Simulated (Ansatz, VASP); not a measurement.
## CsH in VASP and in Ansatz

Contents of POSCAR:

```
CsH
1.0
   -0.0638250884      3.1593418758      3.1593418758
    3.1593418758     -0.0638250884      3.1593418758
    3.1593418758      3.1593418758     -0.0638250884
Cs H
1 1
Direct
    0.0000000000      0.0000000000      0.0000000000
    0.5000000000      0.5000000000      0.5000000000
```

INCAR.step1

```
SYSTEM = CsH
PREC = Accurate
ENCUT = 520
ISMEAR = -1
SIGMA = 0.02
LREAL = .FALSE.
LASPH = .TRUE.
NELM = 60
NBANDS = 12
GGA = PE
ALGO = Normal
EDIFF = 1E-4
LWAVE = .TRUE.
LCHARG = .FALSE.
```

INCAR.step2

```
SYSTEM = CsH
PREC = Accurate
ENCUT = 520
EDIFF = 1E-8
ISMEAR = -1
SIGMA = 0.02
LREAL = .FALSE.
LASPH = .TRUE.
NELM = 60
ALGO = Normal
ISIF = 2
LWAVE = .FALSE.
LCHARG = .FALSE.
METAGGA = R2SCAN
LMIXTAU = .TRUE.
LEFG = .TRUE.
NBANDS = 12
ISTART = 1
```

Contents of KPOINTS:

```
regular mesh
0
G
  7 7 7
  0 0 0
```

Input for Ansatz:

```yaml
crystal:
  lattice:
    - [-0.0638250884, 3.1593418758, 3.1593418758]
    - [3.1593418758, -0.0638250884, 3.1593418758]
    - [3.1593418758, 3.1593418758, -0.0638250884]
  atoms:
    - { symbol: Cs, position: [0.0, 0.0, 0.0] }
    - { symbol: H, position: [0.5, 0.5, 0.5] }
kpoints:
  mp_grid: { grid: [7, 7, 7] }
scf:
  occupations: { method: fermi_dirac, width: 0.02 }
hamiltonian:
  xc: r2scan
  pseudopotentials: { kind: all_electron, datasets: crystal }
output:
  forces: true
  stress: true
  eigenvalues: true
  efg: { contact_densities: true }
```

Change from the starting cell: equal xy, yz and zx shear strains of -2 %, crystal datasets.

Alike in both runs: task electric field gradients; functional r2SCAN; k mesh 7 × 7 × 7; occupations fermi-dirac, width 0.02 eV; no spin polarisation.

```csv
,VASP,Ansatz
version,VASP 6.6.1,Ansatz 0.2.0
potentials or method,"VASP PAW PBE potentials, release 64 (Cs_sv, H), cutoff 520 eV","all-electron PAW with datasets made for the crystal, scalar-relativistic"
```

```csv
,VASP,Ansatz,Ansatz less VASP
gap on the k mesh at the Fermi level (eV),2.88,2.90,+0.012
pressure (GPa),0.0,0.0,-0.02
"traceless stress, the component that is largest in VASP (GPa)",0.09,0.09,0.000
size of Vzz on the site where it differs most (V/Å²),13.8,14.3,+0.50
```

VASP's potentials were made for PBE, not for r2SCAN. Ansatz ran all-electron here, and VASP with PAW potentials.

Neither program's run includes spin-orbit coupling.
